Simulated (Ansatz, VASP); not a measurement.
One calculation of Al, two programs

File INCAR:

```
PREC = Accurate ; ENCUT = 520
EDIFF = 1E-6 ; ISMEAR = 0
SIGMA = 0.15 ; LREAL = False
LASPH = True ; NELM = 60
ALGO = Fast ; ISIF = 2
LWAVE = False ; LCHARG = True
GGA = PS ; LELF = True
LVHAR = True ; NBANDS = 8
```

KPOINTS

```
Automatic mesh
0
Gamma
  20 20 20
```

POSCAR

```
Al
1.0
    0.0000000000      1.9986802500      2.0239800000
    2.0492797500      0.0000000000      2.0239800000
    2.0492797500      1.9986802500      0.0000000000
Al
1
Direct
    0.0000000000      0.0000000000      0.0000000000
```

Input for Ansatz:

```yaml
crystal:
  lattice:
    - [0.0, 1.99868025, 2.02398]
    - [2.04927975, 0.0, 2.02398]
    - [2.04927975, 1.99868025, 0.0]
  atoms:
    - { symbol: Al, position: [0.0, 0.0, 0.0] }
basis:
  ecutwfc: 420
kpoints:
  mp_grid: { grid: [20, 20, 20] }
hamiltonian:
  xc: pbesol
scf:
  occupations: { method: gaussian, width: 0.15 }
output:
  forces: true
  stress: true
  eigenvalues: true
```

Change from the starting cell: strain +0.0125 x Voigt [1, -1, 0, 0, 0, 0], atoms carried along.

Alike in both runs: task single point; functional PBEsol; k mesh 20 × 20 × 20; occupations gaussian, width 0.15 eV; no spin polarisation.

```csv
,VASP,Ansatz
version,VASP 6.6.1,Ansatz 0.2.0
potentials or method,"VASP PAW PBE potentials, release 64 (Al), cutoff 520 eV","scalar-relativistic, plane waves, PAW"
valence electrons in the cell,3,3
```

|  | VASP | Ansatz | Ansatz less VASP |
| --- | --- | --- | --- |
| gap on the k mesh at the Fermi level (eV) | none | none | - |
| pressure (GPa) | -1.8 | -1.9 | -0.05 |
| traceless stress, the component that is largest in VASP (GPa) | -0.52 | -0.52 | -0.001 |

VASP's potentials were made for PBE, not for PBEsol. A gap of «none» marks a metal or a gap that the smearing closes.
